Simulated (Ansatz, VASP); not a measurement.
**Two plane-wave programs on MnS**

Contents of INCAR:

```
SYSTEM = MnS
PREC = Accurate
ENCUT = 600
EDIFF = 1E-6
ISMEAR = -1
SIGMA = 0.05
LREAL = .False.
LASPH = .True.
NELM = 150
ALGO = Normal
ISIF = 3
LWAVE = .False.
LCHARG = .False.
ISPIN = 2
MAGMOM = 4 0
LORBIT = 11
LMAXMIX = 4
GGA = RP
IBRION = 2
NSW = 60
EDIFFG = -0.01
```

The input KPOINTS:

```
regular mesh
0
Gamma
  9 9 9
  0 0 0
```

File POSCAR:

```
MnS
1.0
    0.0000000000      2.6045000000      2.6045000000
    2.6045000000      0.0000000000      2.6045000000
    2.6045000000      2.6045000000      0.0000000000
Mn S
1 1
Direct
    0.0000000000      0.0000000000      0.0000000000
    0.5000000000      0.5000000000      0.5000000000
```

File input.yaml:

```yaml
crystal:
  lattice:
    - [0.0, 2.6045, 2.6045]
    - [2.6045, 0.0, 2.6045]
    - [2.6045, 2.6045, 0.0]
  atoms:
    - { symbol: Mn, position: [0.0, 0.0, 0.0], spin: 4.0 }
    - { symbol: S, position: [0.5, 0.5, 0.5] }
hamiltonian:
  xc: rpbe
  pseudopotentials: { kind: paw }
magnetization:
  spin_polarized: true
kpoints:
  mp_grid: { grid: [9, 9, 9] }
scf:
  occupations: { method: fermi_dirac, width: 0.05 }
output:
  forces: true
  stress: true
  write_density: true
  write_potential: true
  elf: true
  volumetric_format: npy
relax:
  f_tol: 0.01
  max_steps: 40
  cell: { stress_tol: 0.05 }
```

Alike in both runs: task relaxation of cell and atoms; functional RPBE; k mesh 9 × 9 × 9; occupations fermi-dirac, width 0.05 eV; collinear spin.

|  | VASP | Ansatz |
| --- | --- | --- |
| version | VASP 6.6.1 | Ansatz 0.2.0 |
| potentials or method | VASP PAW PBE potentials, release 64 (Mn_pv, S) | Ansatz PAW |
| plane-wave cutoff (eV) | 600 | 420 |
| valence electrons in the cell | 19 | 21 |

Ansatz gave:

```
gap on the k mesh at the Fermi level, each at its own relaxed structure (eV) : none
net moment per atom (μB)                                                     : 2.39
size of the moment on the site where the two differ most (μB)                : 4.28
relaxed volume (Å³/atom)                                                     : 17.85
relaxed length of the cell vector where the two differ most in proportion (Å)              : 3.696
```

Task: Estimate VASP's values.

Result: gap on the k mesh at the Fermi level, each at its own relaxed structure (eV): none; net moment per atom (μB): 2.39; size of the moment on the site where the two differ most (μB): 4.32; relaxed volume (Å³/atom): 17.88; relaxed length of the cell vector where the two differ most in proportion (Å): 3.698.

VASP's potentials were made for PBE, not for RPBE. Site moments also hang on the region over which each program counts them. A gap of «none» marks a metal or a gap that the smearing closes. VASP's potentials hold 19 valence electrons a cell and Ansatz's 21, so a difference there can come from the potentials and not from the codes.

Noted on Ansatz's run: the plane-wave basis is chosen anew once the cell has moved, so the energies of steps on either side of that aren't comparable.
